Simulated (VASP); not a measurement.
# Sc3Al (Pm-3m) in VASP: relaxation of cell and atoms with r2SCAN

Aim: the relaxation of cell and atoms of Sc3Al with r2SCAN.

All numbers are computed with VASP 6.6.1; they aren't measurements. Logs are shortened: lines on timing, memory, paths and dates and some standing lists are left out, and cuts for length are marked.

**1. The cell of the first run**

Symmetry: Pm-3m, No. 221, cubic system. Conventional cell: a = 4.432 Å, b = 4.432 Å, c = 4.432 Å, α = 90.00°, β = 90.00°, γ = 90.00°. Within 4.1 Å of Sc (site symmetry 4/mmm) lie 8 Sc at 3.13 Å and 4 Al at 3.13 Å. Within 4.1 Å of Al (site symmetry m-3m) lie 12 Sc at 3.13 Å.

**2. Relaxation of cell and atoms, r2SCAN**

POSCAR

```
Sc3Al
1.0
    4.4319878233      0.0000000000      0.0000000000
    0.0000000000      4.4319878233      0.0000000000
    0.0000000000      0.0000000000      4.4319878233
Sc Al
3 1
Direct
    0.5000000000      0.0000000000      0.5000000000
    0.0000000000      0.5000000000      0.5000000000
    0.5000000000      0.5000000000      0.0000000000
    0.0000000000      0.0000000000      0.0000000000
```

INCAR.step1

```
ALGO     = Normal         # electronic algorithm
EDIFF    = 1E-4           # SCF threshold, eV
ENCUT    = 600            # plane-wave cutoff, eV
GGA      = PE             # functional
ISMEAR   = 0              # smearing method
LASPH    = True           # aspherical terms in the spheres
LCHARG   = False          # write CHGCAR
LREAL    = False          # projectors in reciprocal space
LWAVE    = True           # write WAVECAR
NELM     = 100            # most SCF steps
PREC     = Accurate       # precision mode
SIGMA    = 0.1            # smearing width, eV
```

INCAR.step2

```
ALGO     = Normal         # electronic algorithm
EDIFF    = 1E-6           # SCF threshold, eV
EDIFFG   = -0.005         # ionic threshold
ENCUT    = 600            # plane-wave cutoff, eV
IBRION   = 2              # ionic algorithm
ISIF     = 3              # what is computed and relaxed
ISMEAR   = 0              # smearing method
ISTART   = 1            
LASPH    = True           # aspherical terms in the spheres
LCHARG   = False          # write CHGCAR
LMIXTAU  = True         
LREAL    = False          # projectors in reciprocal space
LWAVE    = False          # write WAVECAR
METAGGA  = R2SCAN         # meta-GGA
NELM     = 100            # most SCF steps
NSW      = 100            # ionic steps
PREC     = Accurate       # precision mode
SIGMA    = 0.1            # smearing width, eV
```

KPOINTS

```
k-points
0
Gamma
  10 10 10
```

Potentials or basis: VASP PAW PBE potentials, release 64 (Sc_sv, Al).

On the command line:

```bash
$ cat potpaw_PBE.64/Sc_sv/POTCAR potpaw_PBE.64/Al/POTCAR > POTCAR
$ cp INCAR.step1 INCAR
$ mpirun -np 1 vasp_std > vasp.out
$ cp INCAR.step2 INCAR
$ mpirun -np 1 vasp_std > vasp.out
```

OUTCAR:

```text
EDIFF = 1E-6
   EDIFFG = -0.005
   ENCUT = 600
   IBRION = 2
   ISIF = 3
   ISMEAR = 0
   ISTART = 1
   LASPH = True
   LREAL = False
   METAGGA = R2SCAN
   NELM = 100
   NSW = 100
   PREC = Accurate

 ion  position               nearest neighbor table
   1  0.500  0.000  0.500-   2 3.13   3 3.13   4 3.13   3 3.13   4 3.13   2 3.13   3 3.13   3 3.13
                             2 3.13   4 3.13   4 3.13   2 3.13
   2  0.000  0.500  0.500-   1 3.13   3 3.13   4 3.13   3 3.13   4 3.13   1 3.13   4 3.13   4 3.13
                             1 3.13   3 3.13   3 3.13   1 3.13
   3  0.500  0.500  0.000-   1 3.13   2 3.13   4 3.13   1 3.13   2 3.13   1 3.13   4 3.13   1 3.13
                             2 3.13   4 3.13   2 3.13   4 3.13
   4  0.000  0.000  0.000-   1 3.13   2 3.13   3 3.13   1 3.13   2 3.13   2 3.13   3 3.13   2 3.13
                             1 3.13   3 3.13   1 3.13   3 3.13

  LATTYP: Found a simple cubic cell.
 ALAT       =     4.4319878233

  Lattice vectors:

 A1 = (   4.4319878233,   0.0000000000,   0.0000000000)
 A2 = (   0.0000000000,   4.4319878233,   0.0000000000)
 A3 = (   0.0000000000,   0.0000000000,   4.4319878233)

Analysis of symmetry for initial positions (statically):
=====================================================================
 Subroutine PRICEL returns:
 Original cell was already a primitive cell.

 Routine SETGRP: Setting up the symmetry group for a
 simple cubic supercell.

 Subroutine GETGRP returns: Found 48 space group operations
 (whereof 48 operations were pure point group operations)
 out of a pool of 48 trial point group operations.

The static configuration has the point symmetry O_h .

Analysis of symmetry for dynamics (positions and initial velocities):
=====================================================================
 Subroutine PRICEL returns:
 Original cell was already a primitive cell.

 Routine SETGRP: Setting up the symmetry group for a
 simple cubic supercell.

 Subroutine GETGRP returns: Found 48 space group operations
 (whereof 48 operations were pure point group operations)
 out of a pool of 48 trial point group operations.

The dynamic configuration has the point symmetry O_h .

 Subroutine INISYM returns: Found 48 space group operations
 (whereof 48 operations are pure point group operations),
 and found     1 'primitive' translations

----------------------------------------------------------------------------------------

                                     Primitive cell

  volume of cell :      87.0554

  direct lattice vectors                    reciprocal lattice vectors
     4.431987823  0.000000000  0.000000000     0.225632389  0.000000000  0.000000000
     0.000000000  4.431987823  0.000000000     0.000000000  0.225632389  0.000000000
     0.000000000  0.000000000  4.431987823     0.000000000  0.000000000  0.225632389

  length of vectors
     4.431987823  4.431987823  4.431987823     0.225632389  0.225632389  0.225632389

  position of ions in fractional coordinates (direct lattice)
     0.500000000  0.000000000  0.500000000
     0.000000000  0.500000000  0.500000000
     0.500000000  0.500000000  0.000000000
     0.000000000  0.000000000  0.000000000

  ion indices of the primitive-cell ions
   primitive index   ion index
                 1           1
                 2           2
                 3           3
                 4           4

----------------------------------------------------------------------------------------

 KPOINTS: k-points

Automatic generation of k-mesh.
 Grid dimensions read from file:
 generate k-points for:   10   10   10

 Generating k-lattice:

  Cartesian coordinates                     Fractional coordinates (reciprocal lattice)
     0.022563239  0.000000000  0.000000000     0.100000000  0.000000000  0.000000000
     0.000000000  0.022563239  0.000000000     0.000000000  0.100000000  0.000000000
     0.000000000  0.000000000  0.022563239     0.000000000  0.000000000  0.100000000

  Length of vectors
     0.022563239  0.022563239  0.022563239

  Shift w.r.t. Gamma in fractional coordinates (k-lattice)
     0.000000000  0.000000000  0.000000000

 Subroutine IBZKPT returns following result:
 ===========================================

 Found     56 irreducible k-points:

 Following reciprocal coordinates:
            Coordinates               Weight
  0.000000  0.000000  0.000000      1.000000
  0.100000  0.000000  0.000000      6.000000
  0.200000  0.000000  0.000000      6.000000
  0.300000  0.000000  0.000000      6.000000
  0.400000  0.000000  0.000000      6.000000
  0.500000  0.000000  0.000000      3.000000
[... 16 lines left out ...]
  0.200000  0.100000  0.100000     24.000000
  0.300000  0.100000  0.100000     24.000000
 [... further k-points ...]
   k-points           NKPTS =     56   k-points in BZ     NKDIM =     56   number of bands    NBANDS=     22
   number of dos      NEDOS =    301   number of ions     NIONS =      4
   total plane-waves  NPLWV =  46656
   dimension x,y,z NGX =    36 NGY =   36 NGZ =   36
   dimension x,y,z NGXF=    72 NGYF=   72 NGZF=   72
   ions per type =               3   1
   NGX,Y,Z   is equivalent  to a cutoff of  13.50, 13.50, 13.50 a.u.
   NGXF,Y,Z  is equivalent  to a cutoff of  27.01, 27.01, 27.01 a.u.
 SYSTEM =  unknown system
   PREC   = accura    normal or accurate (medium, high low for compatibility)
   ISTART =      1    job   : 0-new  1-cont  2-samecut
   ICHARG =      0    charge: 1-file 2-atom 10-const
   ISPIN  =      1    spin polarized calculation?
   LNONCOLLINEAR =      F non collinear calculations
   LSORBIT =      F    spin-orbit coupling
   LASPH  =      T    aspherical Exc in radial PAW
   ENCUT  =  600.0 eV  44.10 Ry    6.64 a.u.   8.85  8.85  8.85*2*pi/ulx,y,z
   NELM   =    100;   NELMIN=  2; NELMDL=  0     # of ELM steps
   EDIFF  = 0.1E-05   stopping-criterion for ELM
   LREAL  =      F    real-space projection
   EDIFFG = -.5E-02   stopping-criterion for IOM
   NSW    =    100    number of steps for IOM
   IBRION =      2    ionic relax: 0-MD 1-quasi-New 2-CG
   NFREE  =      1    steps in history (QN), initial steepest desc. (CG)
   ISIF   =      3    stress and relaxation
   ISYM   =      2    0-nonsym 1-usesym 2-fastsym
   POTIM  = 0.5000    time-step for ionic-motion
   TEBEG  =    0.0;   TEEND  =   0.0 temperature during run
   PSTRESS=    0.0 pullay stress
   NELECT =      36.0000    total number of electrons
   NUPDOWN=      -1.0000    fix difference up-down
   EMIN   =  10.00;   EMAX   =-10.00  energy-range for DOS
   EFERMI =   0.00;   METHOD = LEGACY
   ISMEAR =     0;   SIGMA  =   0.10  broadening in eV -4-tet -1-fermi 0-gaus
   EFERMI_NEDOS =   21; number of points for ismear=-14 and -15
   IALGO  =     38    algorithm
   IMIX   =      4    mixing-type and parameters
     AMIX     =   0.40;   BMIX     =  1.00
     AMIX_MAG =   1.60;   BMIX_MAG =  1.00
  volume/ion in A,a.u.               =      21.76       146.87
  Fermi-wavevector in a.u.,A,eV,Ry     =   1.219674  2.304850 20.240091  1.487605
  Thomas-Fermi vector in A             =   2.354918
   LORBIT       =      0    0 simple, 1 ext, 2 COOP (PROOUT), +10 PAW based schemes
   METAGGA = R2SCAN    functional components
   LHFCALC =     F    Hartree Fock is set to
   AEXX    =    0.0000 exact exchange contribution
   IVDW    =     0    specifies the selected vdW correction
   LEPSILON=     F    determine dielectric tensor
   LRPA    =     F    only Hartree local field effects (RPA)
 conjugate gradient relaxation of ions
 non-spin polarized calculation
 Gauss-broadening in eV      SIGMA  =   0.10
  energy-cutoff  :      600.00
  volume of cell :       87.06
 maximum number of plane-waves:      2945
 NGX is ok and might be reduce to    36
   NGX = 17   NGY = 17   NGZ = 17

 number of electron      35.9999990 magnetization

 Free energy of the ion-electron system (eV)
  ---------------------------------------------------
  ext. energy  EPLUGINS =         0.00000000
  ---------------------------------------------------
  free energy    TOTEN  =       -41.87789912 eV

  energy without entropy =      -41.84981334  energy(sigma->0) =      -41.86385623

 E-fermi :   4.8317     XC(G=0): -10.8037

 val. band max:        4.8259206121   @ k =   0.3000   0.1000   0.1000
 cond. band min:       4.8414373393   @ k =   0.4000   0.4000   0.2000
 fundamental gap:      0.0155167272
 Fermi energy:         4.8316767817

 k-point     1 :       0.0000    0.0000    0.0000
  band No.  band energies     occupation
      1     -46.8131      2.00000
      2     -46.7120      2.00000
      3     -46.7120      2.00000
      4     -24.6511      2.00000
      5     -24.6511      2.00000
      6     -24.6511      2.00000
[... 14 lines left out ...]
     21       5.2825      0.00000
     22       5.2825      0.00000

 k-point     2 :       0.1000    0.0000    0.0000
  band No.  band energies     occupation
      1     -46.8109      2.00000
      2     -46.7142      2.00000
      3     -46.7120      2.00000
      4     -24.6454      2.00000
      5     -24.6454      2.00000
      6     -24.6426      2.00000
[... 14 lines left out ...]
     21       5.3088      0.00000
     22       5.4346      0.00000

 k-point     3 :       0.2000    0.0000    0.0000
  band No.  band energies     occupation
      1     -46.8046      2.00000
      2     -46.7204      2.00000
      3     -46.7119      2.00000
      4     -24.6296      2.00000
      5     -24.6296      2.00000
      6     -24.6176      2.00000
[... 14 lines left out ...]
     21       5.3886      0.00000
     22       5.7367      0.00000

 k-point     4 :       0.3000    0.0000    0.0000
  band No.  band energies     occupation
      1     -46.7952      2.00000
      2     -46.7298      2.00000
      3     -46.7118      2.00000
      4     -24.6071      2.00000
      5     -24.6071      2.00000
      6     -24.5778      2.00000
[... 14 lines left out ...]
     21       5.5095      0.00000
     22       6.0709      0.00000

 k-point     5 :       0.4000    0.0000    0.0000
  band No.  band energies     occupation
      1     -46.7848      2.00000
      2     -46.7400      2.00000
      3     -46.7117      2.00000
      4     -24.5852      2.00000
      5     -24.5852      2.00000
      6     -24.5260      2.00000
[... 417 lines left out ...]
 k-point    22 :       0.1000    0.1000    0.1000
  band No.  band energies     occupation
      1     -46.8066      2.00000
      2     -46.7151      2.00000
      3     -46.7151      2.00000
      4     -24.6567      2.00000
      5     -24.6198      2.00000
      6     -24.6198      2.00000
[... 14 lines left out ...]
     21       5.5524      0.00000
     22       5.5524      0.00000

 k-point    23 :       0.2000    0.1000    0.1000
  band No.  band energies     occupation
      1     -46.8006      2.00000
      2     -46.7211      2.00000
      3     -46.7151      2.00000
      4     -24.6538      2.00000
      5     -24.6046      2.00000
      6     -24.5860      2.00000
[... 14 lines left out ...]
     21       5.5658      0.00000
     22       5.7892      0.00000

 k-point    24 :       0.3000    0.1000    0.1000
  band No.  band energies     occupation
      1     -46.7915      2.00000
      2     -46.7301      2.00000
      3     -46.7150      2.00000
      4     -24.6386      2.00000
      5     -24.5824      2.00000
      6     -24.5476      2.00000
[... 14 lines left out ...]
     21       5.5813      0.00000
     22       6.0331      0.00000

 [... further k-points ...]

------------------------ aborting loop because EDIFF is reached ----------------------------------------

  FORCE on cell =-STRESS in cart. coord.  units (eV):
  Direction    XX          YY          ZZ          XY          YZ          ZX
  --------------------------------------------------------------------------------------
  -------------------------------------------------------------------------------------
  Total       -0.0048473     -0.0048473     -0.0048473     -0.0000000      0.0000000     -0.0000000
  in kB       -0.0892096     -0.0892096     -0.0892096     -0.0000000      0.0000000     -0.0000000
  external PRESSURE =      -0.0892096 kB  Pullay stress =       0.0000000 kB

 VOLUME and BASIS-vectors are now :
 -----------------------------------------------------------------------------
  energy-cutoff  :      600.00
  volume of cell :       87.06
      direct lattice vectors                 reciprocal lattice vectors
     4.431987823  0.000000000  0.000000000     0.225632389  0.000000000  0.000000000
     0.000000000  4.431987823  0.000000000     0.000000000  0.225632389  0.000000000
     0.000000000  0.000000000  4.431987823     0.000000000  0.000000000  0.225632389

 POSITION                                       TOTAL-FORCE (eV/Angst)
 -----------------------------------------------------------------------------------
      2.21599      0.00000      2.21599         0.000000      0.000000      0.000000
      0.00000      2.21599      2.21599         0.000000      0.000000      0.000000
      2.21599      2.21599      0.00000         0.000000      0.000000      0.000000
      0.00000      0.00000      0.00000         0.000000      0.000000      0.000000
 -----------------------------------------------------------------------------------
    total drift:                                0.000000      0.000000      0.000000

  FREE ENERGIE OF THE ION-ELECTRON SYSTEM (eV)
  ---------------------------------------------------
  free  energy   TOTEN  =       -41.8778991219 eV

  energy  without entropy=      -41.8498133361  energy(sigma->0) =      -41.86385623

 reached required accuracy - stopping structural energy minimisation
```

Wall time 9.1 min (1 thread of Intel Xeon 8259CL, shared host); peak memory 0.3 GiB.

What came out:

| Quantity | Value |
| --- | --- |
| Free energy | -41.8779 eV |
| Pressure after relaxing | 0.0 GPa |
| Band gap on the k mesh | zero (band 18 reaches 5.03 eV, above the bottom of band 19 at 3.39 eV) |

Final structure:
```cif
data_structure
_symmetry_space_group_name_H-M 'P 1'
_symmetry_Int_Tables_number 1
_cell_length_a 4.4320
_cell_length_b 4.4320
_cell_length_c 4.4320
_cell_angle_alpha 90.000
_cell_angle_beta 90.000
_cell_angle_gamma 90.000
_cell_volume 87.06
loop_
_atom_site_label
_atom_site_type_symbol
_atom_site_fract_x
_atom_site_fract_y
_atom_site_fract_z
_atom_site_occupancy
Sc1 Sc 0.50000 0.00000 0.50000 1
Sc2 Sc 0.00000 0.50000 0.50000 1
Sc3 Sc 0.50000 0.50000 0.00000 1
Al1 Al 0.00000 0.00000 0.00000 1
```

Levels at points of the mesh, in eV from the Fermi level:
| k point | band 16 | band 17 | band 18 | band 19 | band 20 | band 21 |
| --- | --- | --- | --- | --- | --- | --- |
| (0.00, 0.00, 0.00) | -1.07 | -0.42 | -0.42 | -0.42 | 0.45 | 0.45 |
| (0.50, 0.00, 0.00) | -0.95 | -0.95 | 0.14 | 0.15 | 0.85 | 0.85 |
| (0.50, 0.50, 0.00) | -1.79 | -1.08 | 0.20 | 0.53 | 0.53 | 1.13 |
| (0.50, 0.50, 0.50) | -1.57 | -1.44 | -1.44 | -1.44 | 0.15 | 1.59 |

Caveat: the relaxation stopped at its first step, so nothing moved; the PAW data sets were made with another functional, which shifts forces and pressure a little.
